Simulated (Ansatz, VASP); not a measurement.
# Mg3GeN in VASP and in Ansatz

The input INCAR:

```
SYSTEM = Mg3GeN
  ALGO = Normal
  EDIFF = 1E-7
  EDIFFG = -0.01
  ENCUT = 600
  GGA = PE
  IBRION = 2
  ISIF = 3
  ISMEAR = 0
  LASPH = .TRUE.
  LCHARG = .FALSE.
  LREAL = .FALSE.
  LWAVE = .FALSE.
  NELM = 100
  NSW = 100
  PREC = Accurate
  SIGMA = 0.1
```

File KPOINTS:

```
k-points
0
G
  6 6 10
  0 0 0
```

Contents of POSCAR:

```
Mg3GeN
1.0
    5.9626134993      0.0000000000      0.0000000000
   -2.9813067496      5.1637747633      0.0000000000
    0.0000000000      0.0000000000      3.8023592585
Mg Ge N
3 1 1
Direct
    0.5000000000      0.0000000000      0.0000000000
    0.0000000000      0.5000000000      0.0000000000
    0.5000000000      0.5000000000      0.0000000000
    0.0000000000      0.0000000000      0.0000000000
    0.0000000000      0.0000000000      0.5000000000
```

Input for Ansatz:

```yaml
crystal:
  lattice:
    - [5.9626134993, 0.0, 0.0]
    - [-2.9813067496, 5.1637747633, 0.0]
    - [0.0, 0.0, 3.8023592585]
  atoms:
    - { symbol: Mg, position: [0.5, 0.0, 0.0] }
    - { symbol: Mg, position: [0.0, 0.5, 0.0] }
    - { symbol: Mg, position: [0.5, 0.5, 0.0] }
    - { symbol: Ge, position: [0.0, 0.0, 0.0] }
    - { symbol: "N", position: [0.0, 0.0, 0.5] }
basis:
  ecutwfc: 420
kpoints:
  mp_grid: { grid: [6, 6, 10] }
hamiltonian:
  xc: pbe
scf:
  occupations: { method: gaussian, width: 0.1 }
output:
  forces: true
  stress: true
  eigenvalues: true
  write_density: true
  write_potential: true
  elf: true
  volumetric_format: npy
relax:
  adjacent_minimum: "off"
  f_tol: 0.01
  max_steps: 80
  cell: { stress_tol: 0.05 }
```

Alike in both runs: task relaxation of cell and atoms; functional PBE; k mesh 6 × 6 × 10; occupations gaussian, width 0.1 eV; no spin polarisation.

|  | VASP | Ansatz |
| --- | --- | --- |
| version | VASP 6.6.1 | Ansatz 0.2.0 |
| potentials or method | VASP PAW PBE potentials, release 64 (Mg, Ge_d, N), cutoff 600 eV | scalar-relativistic, plane waves, PAW |
| valence electrons in the cell | 25 | 49 |

```csv
,VASP,Ansatz,Ansatz less VASP
"gap on the k mesh at the Fermi level, each at its own relaxed structure (eV)",none,none,-
relaxed volume (Å³/atom),22.83,22.92,+0.087
relaxed cell length with the largest relative difference (Å),5.904,5.912,+0.0082
```

A gap of «none» marks a metal or a gap that the smearing closes. VASP's potentials hold 25 valence electrons a cell and Ansatz's 49, so a difference there can come from the potentials and not from the codes.
